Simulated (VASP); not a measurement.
A run of VASP 6.6.1:

File INCAR:

```
  PREC = Accurate
  ENCUT = 520
  EDIFF = 1E-6
  ISMEAR = -1
  SIGMA = 0.06122561905347299
  LREAL = F
  LASPH = T
  NELM = 100
  ALGO = Normal
  ISIF = 2
  LWAVE = F
  LCHARG = F
  GGA = PE
  NBANDS = 14
```

Contents of KPOINTS:

```
Automatic mesh
0
Gamma
  25 25 25
```

The input POSCAR:

```
Rh
1.0
   -1.5040632869      1.5040632869      1.5040632869
    1.5040632869     -1.5040632869      1.5040632869
    1.5040632869      1.5040632869     -1.5040632869
Rh
1
Direct
    0.0000000000      0.0000000000      0.0000000000
```

Potentials or basis: VASP PAW PBE potentials, release 64 (Rh_pv).

Run with:

```console
$ cat potpaw_PBE.64/Rh_pv/POTCAR > POTCAR
$ mpirun -np 1 vasp_std > vasp.out
```

Hardware: 1 thread of Intel Xeon 6975P-C, on a shared host.

Question: How long does it take, and how much memory?

Answer: Run time: 41 s on 1 thread of Intel Xeon 6975P-C, with other jobs on the host, peak memory 0.19 GiB. Counts: scf iterations 11, k points 455.
